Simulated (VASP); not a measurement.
# HfO2 (P4_2/nmc) in VASP: notebook

Aim: see how the results for HfO2 move with the level of theory and the settings. Levels: PBE, RPBE. Tasks: dielectric tensor.

Everything below comes from runs of VASP 6.6.1. Logs are shortened: lines on timing, memory, paths and dates and some standing lists are left out, and cuts for length are marked.

## (1) The cell of the first run

It takes space group P4_2/nmc (No. 137, tetragonal). The conventional cell has a = 3.558 Å, b = 3.558 Å, c = 5.172 Å, α = 90.00°, β = 90.00°, γ = 90.00°. Hf (site symmetry -4m2) has 8 O at 2.05 to 2.37 Å within 2.7 Å. Within 2.7 Å of O (site symmetry 2mm) lie 4 Hf at 2.05 to 2.37 Å and 6 O at 2.57 to 2.59 Å.

## (2) Dielectric tensor, PBE

INCAR

```
  PREC = Accurate
  ENCUT = 520
  EDIFF = 1E-8
  ISMEAR = 0
  SIGMA = 0.01
  LREAL = F
  LASPH = T
  NELM = 60
  ALGO = Normal
  ISIF = 2
  LWAVE = F
  LCHARG = F
  GGA = PE
  LEPSILON = T
```

KPOINTS

```
Automatic mesh
0
Gamma
  6 6 6
```

POSCAR

```
HfO2
1.0
    3.5580193300      0.0000000000      0.0000000000
    0.0000000000      3.5580193300      0.0000000000
    0.0000000000      0.0000000000      5.1718612100
Hf O
2 4
Direct
    0.0000000000      0.0000000000      0.0000000000
    0.5000000000      0.5000000000      0.5000000000
    0.0000000000      0.5000000000      0.1972078800
    0.5000000000      0.0000000000      0.3027921200
    0.5000000000      0.0000000000      0.8027921200
    0.0000000000      0.5000000000      0.6972078800
```

Potentials or basis: VASP PAW PBE potentials, release 64 (Hf_pv, O).

Run with:

```
$ cat potpaw_PBE.64/Hf_pv/POTCAR potpaw_PBE.64/O/POTCAR > POTCAR
$ mpirun -np 1 vasp_std > vasp.out
```

OUTCAR:

```text
PREC = Accurate
   ENCUT = 520
   EDIFF = 1E-8
   ISMEAR = 0
   LREAL = F
   LASPH = T
   NELM = 60
   ISIF = 2
   GGA = PE
   LEPSILON = T

 ion  position               nearest neighbor table
   1  0.000  0.000  0.000-   3 2.05   5 2.05   3 2.05   5 2.05   4 2.37   6 2.37   4 2.37   6 2.37
                             2 3.61   2 3.61   2 3.61   2 3.61   2 3.61   2 3.61   2 3.61   2 3.61
   2  0.500  0.500  0.500-   4 2.05   6 2.05   4 2.05   6 2.05   5 2.37   5 2.37   3 2.37   3 2.37
                             1 3.61   1 3.61   1 3.61   1 3.61   1 3.61   1 3.61   1 3.61   1 3.61
   3  0.000  0.500  0.197-   1 2.05   1 2.05   2 2.37   2 2.37
   4  0.500  0.000  0.303-   2 2.05   2 2.05   1 2.37   1 2.37
   5  0.500  0.000  0.803-   1 2.05   1 2.05   2 2.37   2 2.37
   6  0.000  0.500  0.697-   2 2.05   2 2.05   1 2.37   1 2.37

  LATTYP: Found a simple tetragonal cell.
 ALAT       =     3.5580193300
 C/A-ratio  =     1.4535787275

  Lattice vectors:

 A1 = (   3.5580193300,   0.0000000000,   0.0000000000)
 A2 = (   0.0000000000,   3.5580193300,   0.0000000000)
 A3 = (   0.0000000000,   0.0000000000,   5.1718612100)

Analysis of symmetry for initial positions (statically):
=====================================================================
 Subroutine PRICEL returns:
 Original cell was already a primitive cell.

 Routine SETGRP: Setting up the symmetry group for a
 simple tetragonal supercell.

 Subroutine GETGRP returns: Found 16 space group operations
 (whereof  8 operations were pure point group operations)
 out of a pool of 16 trial point group operations.

The static configuration has the point symmetry D_2d.
 The point group associated with its full space group is D_4h.

Analysis of symmetry for dynamics (positions and initial velocities):
=====================================================================
 Subroutine PRICEL returns:
 Original cell was already a primitive cell.

 Routine SETGRP: Setting up the symmetry group for a
 simple tetragonal supercell.

 Subroutine GETGRP returns: Found 16 space group operations
 (whereof  8 operations were pure point group operations)
 out of a pool of 16 trial point group operations.

The dynamic configuration has the point symmetry D_2d.
 The point group associated with its full space group is D_4h.

 Subroutine INISYM returns: Found 16 space group operations
 (whereof  8 operations are pure point group operations),
 and found     1 'primitive' translations

----------------------------------------------------------------------------------------

                                     Primitive cell

  volume of cell :      65.4732

  direct lattice vectors                    reciprocal lattice vectors
     3.558019330  0.000000000  0.000000000     0.281055247  0.000000000  0.000000000
     0.000000000  3.558019330  0.000000000     0.000000000  0.281055247  0.000000000
     0.000000000  0.000000000  5.171861210     0.000000000  0.000000000  0.193353990

  length of vectors
     3.558019330  3.558019330  5.171861210     0.281055247  0.281055247  0.193353990

  position of ions in fractional coordinates (direct lattice)
     0.000000000  0.000000000  0.000000000
     0.500000000  0.500000000  0.500000000
     0.000000000  0.500000000  0.197207880
     0.500000000  0.000000000  0.302792120
     0.500000000  0.000000000  0.802792120
     0.000000000  0.500000000  0.697207880

  ion indices of the primitive-cell ions
   primitive index   ion index
                 1           1
                 2           2
                 3           3
                 4           4
                 5           5
                 6           6

----------------------------------------------------------------------------------------
[... 108 lines left out ...]

--------------------------------------- Ionic step        1  -------------------------------------------

 number of electron      44.0000021 magnetization

 E-fermi :   3.5609     XC(G=0): -11.8007

 val. band max:        3.5187255011   @ k =   0.0000   0.0000   0.5000
 cond. band min:       8.2739132454   @ k =   0.0000   0.0000   0.0000
 fundamental gap:      4.7551877443
 Fermi energy:         3.5609380089

 k-point     1 :       0.0000    0.0000    0.0000
  band No.  band energies     occupation
      1     -25.8186      2.00000
      2     -25.4405      2.00000
      3     -25.4405      2.00000
      4     -25.3840      2.00000
      5     -25.3287      2.00000
      6     -25.3287      2.00000
[... 685 lines left out ...]
     25       9.3068      0.00000
     26       9.3068      0.00000

 [... further k-points ...]

  FORCE on cell =-STRESS in cart. coord.  units (eV):
  Direction    XX          YY          ZZ          XY          YZ          ZX
  --------------------------------------------------------------------------------------
  -------------------------------------------------------------------------------------
  Total        2.7761163      2.7761163      2.4502418      0.0000000      0.0000000     -0.0000000
  in kB       67.9336209     67.9336209     59.9592307      0.0000000      0.0000000     -0.0000000
  external PRESSURE =      65.2754908 kB  Pullay stress =       0.0000000 kB

 VOLUME and BASIS-vectors are now :
 -----------------------------------------------------------------------------
  energy-cutoff  :      520.00
  volume of cell :       65.47
      direct lattice vectors                 reciprocal lattice vectors
     3.558019330  0.000000000  0.000000000     0.281055247  0.000000000  0.000000000
     0.000000000  3.558019330  0.000000000     0.000000000  0.281055247  0.000000000
     0.000000000  0.000000000  5.171861210     0.000000000  0.000000000  0.193353990

 POSITION                                       TOTAL-FORCE (eV/Angst)
 -----------------------------------------------------------------------------------
      0.00000      0.00000      0.00000         0.000000      0.000000      0.000000
      1.77901      1.77901      2.58593         0.000000      0.000000      0.000000
      0.00000      1.77901      1.01993         0.000000      0.000000      0.099186
      1.77901      0.00000      1.56600        -0.000000      0.000000     -0.099186
      1.77901      0.00000      4.15193         0.000000      0.000000     -0.099186
      0.00000      1.77901      3.60586         0.000000      0.000000      0.099186
 -----------------------------------------------------------------------------------
    total drift:                                0.000000      0.000000      0.000000

  FREE ENERGIE OF THE ION-ELECTRON SYSTEM (eV)
  ---------------------------------------------------
  free  energy   TOTEN  =       -60.6655057370 eV

  energy  without entropy=      -60.6655057370  energy(sigma->0) =      -60.66550574

 HEAD OF MICROSCOPIC STATIC DIELECTRIC TENSOR (INDEPENDENT PARTICLE, excluding Hartree and local field effects)
 ------------------------------------------------------
           5.320236     0.000000     0.000000
           0.000000     5.320236     0.000000
          -0.000000     0.000000     4.841940
 ------------------------------------------------------

 Free energy of the ion-electron system (eV)
  ---------------------------------------------------
  ---------------------------------------------------
  free energy    TOTEN  =        -0.80966506 eV

  energy without entropy =       -0.80966506

------------------------ aborting loop because EDIFF is reached ----------------------------------------

--------------------------------------- Ionic step        2  -------------------------------------------

------------------------ aborting loop because EDIFF is reached ----------------------------------------

--------------------------------------- Ionic step        3  -------------------------------------------

 Free energy of the ion-electron system (eV)
  ---------------------------------------------------
  ---------------------------------------------------
  free energy    TOTEN  =        -0.71300310 eV

  energy without entropy =       -0.71300310

------------------------ aborting loop because EDIFF is reached ----------------------------------------

 PIEZOELECTRIC TENSOR FIELD DIRECTION 3  (e Angst)
 -----------------------------------------------------------------------------
     0.00059  0.00000  0.00000           ( -0.00002  0.00000  0.00000)
     0.00000  0.00059  0.00000           (  0.00000 -0.00002  0.00000)
     0.00000  0.00000 -0.00153           (  0.00000  0.00000 -0.00005)

 PIEZOELECTRIC TENSOR FIELD DIRECTION 3  (C/m^2)
 -----------------------------------------------------------------------------
     0.00015  0.00000  0.00000
     0.00000  0.00015  0.00000
     0.00000  0.00000 -0.00038

 MACROSCOPIC STATIC DIELECTRIC TENSOR (including local field effects in DFT)
 ------------------------------------------------------
           5.191074     0.000000     0.000000
           0.000000     5.191074     0.000000
           0.000000     0.000000     4.682740
 ------------------------------------------------------

 PIEZOELECTRIC TENSOR (including local field effects)  for field in x, y, z        (e  Angst)
          XX          YY          ZZ          XY          YZ          ZX
  --------------------------------------------------------------------------------
  x     0.00000     0.00000     0.00000     0.00000     0.00000     0.00000
  y     0.00000    -0.00000     0.00000     0.00000     0.00000     0.00000
  z     0.00000     0.00000     0.00000     0.00000     0.00000     0.00000

 PIEZOELECTRIC TENSOR (including local field effects)  for field in x, y, z        (C/m^2)
          XX          YY          ZZ          XY          YZ          ZX
  --------------------------------------------------------------------------------
  x     0.00000     0.00000     0.00000     0.00000     0.00000     0.00000
  y     0.00000    -0.00000     0.00000     0.00000     0.00000     0.00000
  z     0.00000     0.00000     0.00000     0.00000     0.00000     0.00000

 BORN EFFECTIVE CHARGES (including local field effects) (in |e|, cummulative output)
 ---------------------------------------------------------------------------------
 ion    1
    1     5.51491     0.00000     0.00000
    2     0.00000     5.51491     0.00000
    3     0.00000     0.00000     4.78686
 ion    2
    1     5.51491     0.00000     0.00000
    2     0.00000     5.51491     0.00000
    3     0.00000     0.00000     4.78686
 ion    3
    1    -2.07015     0.00000    -0.00000
    2     0.00000    -3.44476     0.00000
    3     0.00000     0.00000    -2.39343
 ion    4
    1    -2.07015     0.00000    -0.00000
    2     0.00000    -3.44476     0.00000
    3     0.00000     0.00000    -2.39343
 ion    5
    1    -3.44476     0.00000     0.00000
    2     0.00000    -2.07015     0.00000
    3     0.00000     0.00000    -2.39343
 ion    6
    1    -3.44476     0.00000     0.00000
    2     0.00000    -2.07015     0.00000
    3     0.00000     0.00000    -2.39343
```

Wall time 11 min (1 thread of Intel Xeon Platinum 8488C (Sapphire Rapids), shared host); peak memory 0.43 GiB.

Results:

```
Band gap on the k mesh                  : 4.76 eV, indirect (least direct gap 4.83 eV)
Electronic dielectric tensor (diagonal) : 5.19, 5.19, 4.68
Born charges (mean of the diagonal)     : Hf +5.27; O -2.64 e
```

Electronic dielectric tensor:
```
5.19 0.00 0.00
0.00 5.19 0.00
0.00 0.00 4.68
```

Born effective charge tensors (e):
atom 1, Hf
```
5.51 0.00 0.00
0.00 5.51 0.00
0.00 0.00 4.79
```
atom 2, Hf
```
5.51 0.00 0.00
0.00 5.51 0.00
0.00 0.00 4.79
```
atom 3, O
```
-2.07  0.00  0.00
 0.00 -3.44  0.00
 0.00  0.00 -2.39
```
atom 4, O
```
-2.07  0.00  0.00
 0.00 -3.44  0.00
 0.00  0.00 -2.39
```
atom 5, O
```
-3.44  0.00  0.00
 0.00 -2.07  0.00
 0.00  0.00 -2.39
```
atom 6, O
```
-3.44  0.00  0.00
 0.00 -2.07  0.00
 0.00  0.00 -2.39
```

Caveat: spin-orbit coupling is left out, which moves the levels of the heavy elements. A hybrid or GW would open this gap; PBE tends to underestimate it.

## (3) Dielectric tensor, RPBE

INCAR

```
SYSTEM = HfO2
  ALGO = Normal
  EDIFF = 1E-8
  ENCUT = 520
  GGA = RP
  ISIF = 2
  ISMEAR = 0
  LASPH = .TRUE.
  LCHARG = .FALSE.
  LEPSILON = .TRUE.
  LREAL = .FALSE.
  LWAVE = .FALSE.
  NELM = 60
  PREC = Accurate
  SIGMA = 0.01
```

KPOINTS

```
k-points
0
G
  8 8 5
  0 0 0
```

POSCAR is that of step 2.

Potentials or basis: VASP PAW PBE potentials, release 64 (Hf_pv, O).

Run with:

```
$ cat potpaw_PBE.64/Hf_pv/POTCAR potpaw_PBE.64/O/POTCAR > POTCAR
$ mpirun -np 1 vasp_std > vasp.out
```

OUTCAR:

```text
SYSTEM = HfO2
   EDIFF = 1E-8
   ENCUT = 520
   GGA = RP
   ISIF = 2
   ISMEAR = 0
   LASPH = .TRUE.
   LEPSILON = .TRUE.
   LREAL = .FALSE.
   NELM = 60
   PREC = Accurate

 ion  position               nearest neighbor table
   1  0.000  0.000  0.000-   3 2.05   5 2.05   3 2.05   5 2.05   4 2.37   6 2.37   4 2.37   6 2.37
                             2 3.61   2 3.61   2 3.61   2 3.61   2 3.61   2 3.61   2 3.61   2 3.61
   2  0.500  0.500  0.500-   4 2.05   6 2.05   4 2.05   6 2.05   5 2.37   5 2.37   3 2.37   3 2.37
                             1 3.61   1 3.61   1 3.61   1 3.61   1 3.61   1 3.61   1 3.61   1 3.61
   3  0.000  0.500  0.197-   1 2.05   1 2.05   2 2.37   2 2.37
   4  0.500  0.000  0.303-   2 2.05   2 2.05   1 2.37   1 2.37
   5  0.500  0.000  0.803-   1 2.05   1 2.05   2 2.37   2 2.37
   6  0.000  0.500  0.697-   2 2.05   2 2.05   1 2.37   1 2.37

  LATTYP: Found a simple tetragonal cell.
 ALAT       =     3.5580193300
 C/A-ratio  =     1.4535787275

  Lattice vectors:

[... 974 lines left out ...]
  --------------------------------------------------------------------------------
  x    -0.00000     0.00000     0.00000     0.00000     0.00000     0.00000
  y     0.00000     0.00000     0.00000     0.00000     0.00000     0.00000
  z     0.00000     0.00000     0.00000     0.00000     0.00000     0.00000

 PIEZOELECTRIC TENSOR (including local field effects)  for field in x, y, z        (C/m^2)
          XX          YY          ZZ          XY          YZ          ZX
  --------------------------------------------------------------------------------
  x    -0.00000     0.00000     0.00000     0.00000     0.00000     0.00000
  y     0.00000     0.00000     0.00000     0.00000     0.00000     0.00000
  z     0.00000     0.00000     0.00000     0.00000     0.00000     0.00000

 BORN EFFECTIVE CHARGES (including local field effects) (in |e|, cummulative output)
 ---------------------------------------------------------------------------------
 ion    1
    1     5.51795     0.00000     0.00000
    2     0.00000     5.51795     0.00000
    3     0.00000     0.00000     4.79675
 ion    2
    1     5.51795     0.00000    -0.00000
    2     0.00000     5.51795     0.00000
    3     0.00000     0.00000     4.79675
 ion    3
    1    -2.07122     0.00000     0.00000
    2     0.00000    -3.44673     0.00000
    3     0.00000     0.00000    -2.39837
 ion    4
    1    -2.07122     0.00000     0.00000
    2     0.00000    -3.44673     0.00000
    3     0.00000     0.00000    -2.39837
 ion    5
    1    -3.44673     0.00000     0.00000
    2     0.00000    -2.07122     0.00000
    3     0.00000     0.00000    -2.39837
 ion    6
    1    -3.44673     0.00000     0.00000
    2     0.00000    -2.07122     0.00000
    3     0.00000     0.00000    -2.39837
```

OSZICAR:

```text
N       E                     dE             d eps       ncg     rms          rms(c)
DAV:   1     0.272332962511E+03    0.27233E+03   -0.25734E+04  2340   0.169E+03
[... 12 lines left out ...]
RMM:   8    -0.716043712069E+00   -0.79436E-04   -0.82387E-07  3809   0.193E-02    0.645E-03
RMM:   9    -0.716027073890E+00    0.16638E-04    0.53245E-06  3944   0.519E-03    0.299E-03
RMM:  10    -0.716120911898E+00   -0.93838E-04    0.47752E-07  3743   0.266E-03    0.150E-03
RMM:  11    -0.716084426576E+00    0.36485E-04    0.12011E-06  3691   0.132E-03    0.568E-04
RMM:  12    -0.716086852496E+00   -0.24259E-05    0.24333E-07  3577   0.284E-04    0.324E-04
RMM:  13    -0.716087151964E+00   -0.29947E-06   -0.45833E-07  3423   0.193E-04    0.607E-05
RMM:  14    -0.716087446926E+00   -0.29496E-06   -0.79202E-08  2002   0.603E-05    0.231E-05
RMM:  15    -0.716087225933E+00    0.22099E-06    0.94321E-08  1190   0.429E-05    0.444E-06
```

It took 9.6 min on 1 thread of Intel Xeon Platinum 8488C (Sapphire Rapids), shared host; peak memory 0.46 GiB.

What came out:

* Band gap on the k mesh: 4.83 eV, indirect (least direct gap 4.90 eV)
* Electronic dielectric tensor (diagonal): 5.15, 5.15, 4.65
* Born charges (mean of the diagonal): Hf +5.28; O -2.64 e

Electronic dielectric tensor:
```
5.15 0.00 0.00
0.00 5.15 0.00
0.00 0.00 4.65
```

Born effective charge tensors (e):
atom 1, Hf
```
5.52 0.00 0.00
0.00 5.52 0.00
0.00 0.00 4.80
```
atom 2, Hf
```
5.52 0.00 0.00
0.00 5.52 0.00
0.00 0.00 4.80
```
atom 3, O
```
-2.07  0.00  0.00
 0.00 -3.45  0.00
 0.00  0.00 -2.40
```
atom 4, O
```
-2.07  0.00  0.00
 0.00 -3.45  0.00
 0.00  0.00 -2.40
```
atom 5, O
```
-3.45  0.00  0.00
 0.00 -2.07  0.00
 0.00  0.00 -2.40
```
atom 6, O
```
-3.45  0.00  0.00
 0.00 -2.07  0.00
 0.00  0.00 -2.40
```

Caveat: the PAW data sets were made with another functional, which shifts forces and pressure a little; spin-orbit coupling is left out, which moves the levels of the heavy elements.
